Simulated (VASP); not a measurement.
Crystal: GaAs.

```
Ga As
1.0
     1.85721   -1.91749    0.00000
     1.85721    1.91749    0.00000
     0.00000    0.00000    7.15357
Ga As
1 1
Direct
  0.50000 0.50000 0.50000
  0.00000 0.00000 0.50000
```

| Property | Result |
| --- | --- |
| Program | VASP 6.6.1 |
| Task | relaxation of cell and atoms |
| Functional | PBE |
| Potentials or basis | VASP PAW PBE potentials, release 64 (Ga_d, As) |
| Cutoff | 600 eV |
| k mesh | 6 × 6 × 4 |
| Occupations | gaussian, width 0.1 eV |
| Spin | no spin polarisation |

At the start: pressure 129.5 GPa; volume 25.48 Å³/atom.

Problem. How do energy, volume and symmetry change on relaxing?

Solution. Over 12 steps the energy falls by 6840.9 meV/atom and the volume is 46.78 Å³/atom (+83.6 %); space group P4/mmm (No. 123, to 0.05 Å).

Step by step:
```
step  energy change (eV)  largest force (eV/Å)  pressure (GPa)  volume (Å³)
   1              0.0000                0.0000          129.54        50.95
   2             27.3451                0.0000          -57.97       314.87
   3            -10.2876                0.0000           -8.02       168.03
   4            -11.8080                0.0000           -5.72       143.73
   5            -13.2250                0.0000           -4.09       112.64
   6            -13.0648                0.0000           10.69        78.80
   7            -13.6115                0.0000           -2.04        99.96
   8            -13.6701                0.0000            0.80        92.10
   9            -13.6759                0.0000           -0.08        94.03
  10            -13.6814                0.0000           -0.20        94.20
  11            -13.6815                0.0000           -0.19        94.18
  12            -13.6818                0.0000            0.05        93.56
```

Final structure:
```
Ga As
1.0
     2.55819   -2.55919    0.00000
     2.55819    2.55919    0.00000
     0.00000    0.00000    7.14540
Ga As
1 1
Direct
  0.50000 0.50000 0.50000
  0.00000 0.00000 0.50000
```

Caveat: the k points lie up to 0.29 Å⁻¹ apart in the final cell; the volume moved by over 15 % at a fixed basis, so the end points are rough.
